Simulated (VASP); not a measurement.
## RbCl: single point with r2SCAN

Crystal: RbCl.

```
Rb Cl
1.0
     0.00000    3.30285    3.30285
     3.30285    0.00000    3.30285
     3.30285    3.30285    0.00000
Rb Cl
1 1
Direct
  0.00000 0.00000 0.00000
  0.50000 0.50000 0.50000
```

* Program: VASP 6.6.1
* Task: single point
* Functional: r2SCAN
* Potentials or basis: VASP PAW PBE potentials, release 64 (Rb_sv, Cl)
* Cutoff: 550 eV
* k mesh: 5 × 5 × 5
* Occupations: gaussian, width 0.01 eV
* Spin: no spin polarisation

```json
{"Pressure": "0.1 GPa", "Band gap on the k mesh": "5.57 eV, direct"}
```

Levels at points of the mesh, in eV from the valence-band top:
```
           k point  band 4  band 5  band 6  band 7  band 8  band 9  band 10  band 11  band 12  band 13
(0.00, 0.00, 0.00)   -8.17   -8.17    0.00    0.00    0.00    5.57     8.61     8.61     8.61     9.77
```

Wall time 99 s on 1 thread of Intel Xeon 8259CL, on a shared host, peak memory 0.22 GiB.

Caveat: the PAW data sets were made with another functional, which shifts forces and pressure a little. r2SCAN opens gaps a little over a GGA but as a rule still falls short of measured ones.
